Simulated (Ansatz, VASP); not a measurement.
## Two plane-wave programs on NaBeF3

Contents of INCAR:

```
ALGO = Normal ; EDIFF = 1E-6
ENCUT = 520 ; GGA = PE
ISIF = 2 ; ISMEAR = 0
LASPH = T ; LCHARG = F
LREAL = F ; LWAVE = F
NBANDS = 41 ; NELM = 100
PREC = Accurate ; SIGMA = 0.1
```

File KPOINTS:

```
k-points
0
Gamma
  4 4 2
```

The input POSCAR:

```
NaBeF3
1.0
    2.9139119000      0.0000000000      0.0000000000
    0.0000000000      5.2412149000      0.0000000000
    0.0000000000      0.0000000000      9.7544418000
Na Be F
2 2 6
Direct
    0.0000000000      0.1762370000      0.9050920000
    0.0000000000      0.8237630000      0.4050920000
    0.5000000000      0.3188950000      0.2186870000
    0.5000000000      0.6811050000      0.7186870000
    0.0000000000      0.4695820000      0.2582810000
    0.0000000000      0.5304180000      0.7582810000
    0.5000000000      0.0769480000      0.3040250000
    0.5000000000      0.9230520000      0.8040250000
    0.5000000000      0.2863210000      0.0644390000
    0.5000000000      0.7136790000      0.5644390000
```

Input for Ansatz:

```yaml
crystal:
  lattice:
    - [2.9139119, 0.0, 0.0]
    - [0.0, 5.2412149, 0.0]
    - [0.0, 0.0, 9.7544418]
  atoms:
    - { symbol: Na, position: [0.0, 0.176237, 0.905092] }
    - { symbol: Na, position: [0.0, 0.823763, 0.405092] }
    - { symbol: Be, position: [0.5, 0.318895, 0.218687] }
    - { symbol: Be, position: [0.5, 0.681105, 0.718687] }
    - { symbol: F, position: [0.0, 0.469582, 0.258281] }
    - { symbol: F, position: [0.0, 0.530418, 0.758281] }
    - { symbol: F, position: [0.5, 0.076948, 0.304025] }
    - { symbol: F, position: [0.5, 0.923052, 0.804025] }
    - { symbol: F, position: [0.5, 0.286321, 0.064439] }
    - { symbol: F, position: [0.5, 0.713679, 0.564439] }
basis:
  ecutwfc: 420
kpoints:
  mp_grid: { grid: [4, 4, 2] }
hamiltonian:
  xc: pbe
scf:
  occupations: { method: gaussian, width: 0.1 }
  lower_state_search: "off"
output:
  forces: true
  stress: true
  eigenvalues: true
```

Alike in both runs: task single point; functional PBE; k mesh 4 × 4 × 2; occupations gaussian, width 0.1 eV; no spin polarisation.

|  | VASP | Ansatz |
| --- | --- | --- |
| version | VASP 6.6.1 | Ansatz 0.2.0 |
| potentials or method | VASP PAW PBE potentials, release 64 (Na_pv, Be, F), cutoff 520 eV | scalar-relativistic, plane waves, PAW |
| valence electrons in the cell | 60 | 64 |

```csv
,VASP,Ansatz,Ansatz less VASP
gap on the k mesh at the Fermi level (eV),6.71,6.72,+0.013
least direct gap on the mesh (eV),6.71,6.72,+0.012
pressure (GPa),0.0,0.0,+0.03
"traceless stress, the component that is largest in VASP (GPa)",-0.05,0.00,+0.051
rms of the force components (eV/Å),0.014,0.002,-0.0122
```

Atom by atom the forces differ by 0.015 eV/Å (rms over components). VASP's potentials hold 60 valence electrons a cell and Ansatz's 64, so a difference there can come from the potentials and not from the codes.

The k mesh is coarse, so the values compare programs but aren't converged.
